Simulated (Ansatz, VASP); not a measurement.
## ZnSe5 in VASP and in Ansatz

```
Zn Se
1.0
     7.23352    0.00000    0.00000
    -3.61676    6.26442    0.00000
     0.00000    0.00000    3.54346
Zn Se
1 5
Cartesian
  0.0000 0.0000 0.0000
  3.6168 0.0000 1.7717
  1.8084 3.1322 1.7717
  -1.8084 3.1322 1.7717
  0.0000 4.1763 0.0000
  3.6168 2.0881 0.0000
```

Change from the starting cell: species swapped into the SmZn5 type (P6/mmm, No. 191).

Alike in both runs: functional PBE; k mesh 6 × 6 × 10; occupations gaussian, width 0.1 eV; no spin polarisation.

Ansatz relaxed the structure, and its values are those at the end. VASP's run is a single point on that final structure, the one shown.

|  | VASP | Ansatz |
| --- | --- | --- |
| version | VASP 6.6.1 | Ansatz 0.2.0 |
| potentials or method | VASP PAW PBE potentials, release 64 (Zn, Se), cutoff 520 eV | scalar-relativistic, plane waves, PAW |
| valence electrons in the cell | 42 | 92 |

```tsv
	VASP	Ansatz	Ansatz less VASP
gap on the k mesh at the Fermi level (eV)	none	none	-
pressure (GPa)	0.0	0.0	-0.02
```

A gap of «none» marks a metal or a gap that the smearing closes. With one functional, cell and mesh, what is left measures potentials, basis and numerics. VASP's potentials hold 42 valence electrons a cell and Ansatz's 92, so a difference there can come from the potentials and not from the codes.
